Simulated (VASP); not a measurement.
Here is a VASP 6.6.1 calculation.

Contents of INCAR:

```
SYSTEM = Al4Cu
PREC = Accurate
ENCUT = 520
EDIFF = 1E-7
ISMEAR = 0
SIGMA = 0.1
LREAL = .FALSE.
LASPH = .TRUE.
NELM = 80
ALGO = Normal
ISIF = 2
LWAVE = .FALSE.
LCHARG = .FALSE.
GGA = PE
NBANDS = 20
```

File KPOINTS:

```
Automatic mesh
0
G
  8 8 8
  0 0 0
```

The input POSCAR:

```
Al4Cu
1.0
   -1.4165762000      1.4165762000      9.5563294000
    1.4165762000     -1.4165762000      9.5563294000
    1.4165762000      1.4165762000     -9.5563294000
Al Cu
4 1
Direct
    0.5880350000      0.5880350000      0.0000000000
    0.1960750000      0.1960750000      0.0000000000
    0.8039250000      0.8039250000      0.0000000000
    0.4119650000      0.4119650000      0.0000000000
    0.0000000000      0.0000000000      0.0000000000
```

Potentials or basis: VASP PAW PBE potentials, release 64 (Al, Cu).

Command:

```console
$ cat potpaw_PBE.64/Al/POTCAR potpaw_PBE.64/Cu/POTCAR > POTCAR
$ mpirun -np 1 vasp_std > vasp.out
```

(1) What does it give for the band gap on the k mesh?

(2) Estimate the pressure.

Answers

(1) zero (an odd number of electrons rules out a gap without spin polarisation).

(2) 0.4 GPa.
